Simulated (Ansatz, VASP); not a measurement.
# Two plane-wave programs on GaMo

```
CELL_PARAMETERS angstrom
0.00000 2.62421 2.62421
2.62421 0.00000 2.62421
2.62421 2.62421 0.00000
ATOMIC_POSITIONS crystal
Ga 0.00000 0.00000 0.00000
Mo 0.25000 0.25000 0.25000
```

Change from the starting cell: species swapped into the HgS type (F-43m, No. 216).

Alike in both runs: task relaxation of cell and atoms; functional PBE; k mesh 6 × 6 × 6; occupations gaussian, width 0.2 eV; no spin polarisation.

|  | VASP | Ansatz |
| --- | --- | --- |
| version | VASP 6.6.1 | Ansatz 0.2.0 |
| potentials or method | VASP PAW PBE potentials, release 64 (Ga_d, Mo_sv), cutoff 600 eV | scalar-relativistic, plane waves, PAW |
| valence electrons in the cell | 27 | 27 |

Ansatz gave:

```
gap on the k mesh at the Fermi level, each at its own relaxed structure (eV) : none
relaxed volume (Å³/atom)                                                     : 23.19
relaxed cell length with the largest relative difference (Å)                 : 4.033
```

**Question.** Estimate VASP's values.

**Answer.** gap on the k mesh at the Fermi level, each at its own relaxed structure (eV): none; relaxed volume (Å³/atom): 23.32; relaxed cell length with the largest relative difference (Å): 4.040.

A gap of «none» marks a metal or a gap that the smearing closes.

Noted on VASP's run: the volume moved by over 15 % at a fixed basis, so the end points are rough.
